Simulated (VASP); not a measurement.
# Ni (P6_3/mmc) in VASP: a series of runs, part 2 of 2

VASP 6.6.1. Earlier steps stand in the parts before.

### Step 5. Single point, LDA, collinear spin, ferromagnetic start (11.20 Å³/atom)

This run uses another cell than the first one, of 11.20 Å³/atom.

INCAR reads:

```
  PREC = Accurate
  ENCUT = 520
  EDIFF = 1E-7
  ISMEAR = -1
  SIGMA = 0.05
  LREAL = False
  LASPH = True
  NELM = 150
  ALGO = Fast
  ISIF = 2
  LWAVE = False
  LCHARG = False
  ISPIN = 2
  MAGMOM = 1 1
  LORBIT = 11
  LMAXMIX = 4
  NBANDS = 21
```

KPOINTS reads:

```
regular mesh
0
Gamma
  12 12 7
```

POSCAR reads:

```
Ni
1.0
    2.4960355362      0.0000000000      0.0000000000
   -1.2480177681      2.1616301831      0.0000000000
    0.0000000000      0.0000000000      4.1526868216
Ni
2
Direct
    0.6666666667      0.3333333333      0.7500000000
    0.3333333333      0.6666666667      0.2500000000
```

Potentials or basis: VASP PAW LDA potentials, release 64 (Ni).

Started as:

```sh
$ cat potpaw_LDA.64/Ni/POTCAR > POTCAR
$ mpirun -np 1 vasp_std > vasp.out
```

OUTCAR:

```text
PREC = Accurate
   ENCUT = 520
   EDIFF = 1E-7
   ISMEAR = -1
   LREAL = False
   LASPH = True
   NELM = 150
   ISIF = 2
   ISPIN = 2
   LORBIT = 11

 ion  position               nearest neighbor table
   1  0.667  0.333  0.750-   2 2.53   2 2.53   2 2.53   2 2.53   2 2.53   2 2.53
   2  0.333  0.667  0.250-   1 2.53   1 2.53   1 2.53   1 2.53   1 2.53   1 2.53

  LATTYP: Found a hexagonal cell.
 ALAT       =     2.4960355362
 C/A-ratio  =     1.6637130207

  Lattice vectors:

 A1 = (   2.4960355362,   0.0000000000,   0.0000000000)
 A2 = (  -1.2480177681,   2.1616301831,   0.0000000000)
 A3 = (   0.0000000000,   0.0000000000,   4.1526868216)
[... 1369 lines left out ...]

 VOLUME and BASIS-vectors are now :
 -----------------------------------------------------------------------------
  energy-cutoff  :      520.00
  volume of cell :       22.41
      direct lattice vectors                 reciprocal lattice vectors
     2.496035536  0.000000000  0.000000000     0.400635322  0.231306911  0.000000000
    -1.248017768  2.161630183  0.000000000     0.000000000  0.462613822  0.000000000
     0.000000000  0.000000000  4.152686822     0.000000000  0.000000000  0.240807950

 POSITION                                       TOTAL-FORCE (eV/Angst)
 -----------------------------------------------------------------------------------
      1.24802      0.72054      3.11452         0.000000      0.000000      0.000000
     -0.00000      1.44109      1.03817        -0.000000     -0.000000      0.000000
 -----------------------------------------------------------------------------------
    total drift:                               -0.000000      0.000000     -0.000000

  FREE ENERGIE OF THE ION-ELECTRON SYSTEM (eV)
  ---------------------------------------------------
  free  energy   TOTEN  =       -12.9537864290 eV

  energy  without entropy=      -12.9151815689  energy(sigma->0) =      -12.93448400

 total charge

# of ion       s       p       d       tot
------------------------------------------
    1        0.487   0.470   8.315   9.272
    2        0.487   0.470   8.315   9.272
--------------------------------------------------
tot          0.973   0.940  16.630  18.543

 magnetization (x)

# of ion       s       p       d       tot
------------------------------------------
    1       -0.004  -0.018   0.643   0.622
    2       -0.004  -0.018   0.643   0.622
--------------------------------------------------
tot         -0.008  -0.035   1.287   1.243
```

OSZICAR:

```text
N       E                     dE             d eps       ncg     rms          rms(c)
DAV:   1     0.938644619011E+02    0.93864E+02   -0.91213E+03  6840   0.139E+03
DAV:   2    -0.951502800703E+01   -0.10338E+03   -0.95263E+02  6514   0.233E+02
DAV:   3    -0.151190218865E+02   -0.56040E+01   -0.53890E+01  7338   0.625E+01
DAV:   4    -0.151882869952E+02   -0.69265E-01   -0.69210E-01  7363   0.654E+00
DAV:   5    -0.151902177931E+02   -0.19308E-02   -0.19307E-02  7447   0.110E+00    0.141E+01
RMM:   6    -0.138095392344E+02    0.13807E+01   -0.82828E+00  7712   0.313E+01    0.103E+01
RMM:   7    -0.129957520293E+02    0.81379E+00   -0.14127E+00  7605   0.133E+01    0.272E+00
RMM:   8    -0.129599713065E+02    0.35781E-01   -0.17606E-02  9161   0.878E-01    0.114E+00
RMM:   9    -0.129553639785E+02    0.46073E-02   -0.24155E-03  8639   0.493E-01    0.311E-01
RMM:  10    -0.129538493825E+02    0.15146E-02   -0.10275E-03  8171   0.366E-01    0.101E-01
RMM:  11    -0.129538086806E+02    0.40702E-04   -0.38697E-04  9720   0.117E-01    0.329E-02
RMM:  12    -0.129537862988E+02    0.22382E-04   -0.58887E-05  8936   0.578E-02    0.160E-02
RMM:  13    -0.129537865117E+02   -0.21291E-06   -0.15646E-05  9677   0.242E-02    0.568E-03
RMM:  14    -0.129537864094E+02    0.10227E-06   -0.22767E-06  8963   0.807E-03    0.137E-03
RMM:  15    -0.129537864290E+02   -0.19589E-07   -0.25015E-07  5215   0.304E-03
   1 F= -.12953786E+02 E0= -.12934484E+02  d E =-.386049E-01  mag=     1.2304
```

stdout:

```text
POSCAR found type information on POSCAR Ni
 POSCAR found :  1 types and       2 ions
 scaLAPACK will be used
 LDA part: xc-table for (Slater(with rela. corr.)+CA(PZ))
 , standard interpolation
 POSCAR, INCAR and KPOINTS ok, starting setup
 FFT: planning ... GRIDC
 FFT: planning ... GRID_SOFT
 FFT: planning ... GRID
 WAVECAR not read
 entering main loop
WARNING in EDDRMM: call to ZHEGV failed, returncode =   8  4     19
WARNING in EDDRMM: call to ZHEGV failed, returncode =   8  4     20
 num prob WARNING in EDDRMM: call to ZHEGV failed, returncode =   8  4     16
WARNING in EDDRMM: call to ZHEGV failed, returncode =   6  3     18
 num prob  num prob  num prob  num prob WARNING in EDDRMM: call to ZHEGV failed, returncode =   8  4     16
```

Wall time 69 s (1 thread of Intel Xeon 8259CL, shared host); peak memory 0.17 GiB.

What came out:

```yaml
Free_energy: -12.9538 eV
Pressure: -20.6 GPa
Net_moment: 1.23 μB per cell
Site_moments: Ni +0.62 μB
Valence_electrons_inside_the_program's_atomic_spheres: Ni 9.27
```

Levels at points of the mesh, in eV from the Fermi level:
Spin up:
```
           k point  band 7  band 8  band 9  band 10  band 11  band 12  band 13  band 14  band 15  band 16
(0.00, 0.00, 0.00)   -1.96   -1.50   -1.50    -0.63    -0.63    -0.40     5.23    22.65    24.18    24.18
(0.50, 0.00, 0.00)   -1.95   -0.51   -0.48    -0.41     1.21     3.02     9.07     9.50    12.18    12.83
```
Spin down:
| k point | band 7 | band 8 | band 9 | band 10 | band 11 | band 12 | band 13 | band 14 |
| --- | --- | --- | --- | --- | --- | --- | --- | --- |
| (0.00, 0.00, 0.00) | -1.35 | -0.90 | -0.90 | -0.37 | 0.00 | 0.00 | 5.61 | 22.64 |
| (0.50, 0.00, 0.00) | -1.36 | 0.16 | 0.16 | 0.27 | 1.64 | 3.38 | 9.23 | 9.65 |

Caveat: the cell stands under tension.

### Step 6. Overview

| cell | gap on the mesh (eV) | pressure (GPa) | moment (μB) |
| --- | --- | --- | --- |
| a = 2.448, b = 2.448, c = 4.073 Å, angles 90.0, 90.0, 120.0°, 2 atoms | none | -11.0 | 1.17 |
| a = 2.464, b = 2.464, c = 4.100 Å, angles 90.0, 90.0, 120.0°, 2 atoms | none | -14.6 | 1.19 |
| a = 2.480, b = 2.480, c = 4.126 Å, angles 90.0, 90.0, 120.0°, 2 atoms | none | -17.8 | 1.21 |
| a = 2.496, b = 2.496, c = 4.153 Å, angles 90.0, 90.0, 120.0°, 2 atoms | none | -20.6 | 1.23 |

Alike in all rows: task single point; level LDA; potentials or basis VASP PAW LDA potentials, release 64 (Ni); spin collinear, ferromagnetic start; k mesh 12 × 12 × 7; cutoff (eV) 520; smearing fermi-dirac 0.05 eV.

Caveats: the cell stands under tension.

Total energies depend on the potentials used, so only differences within one code and one set of settings carry meaning.
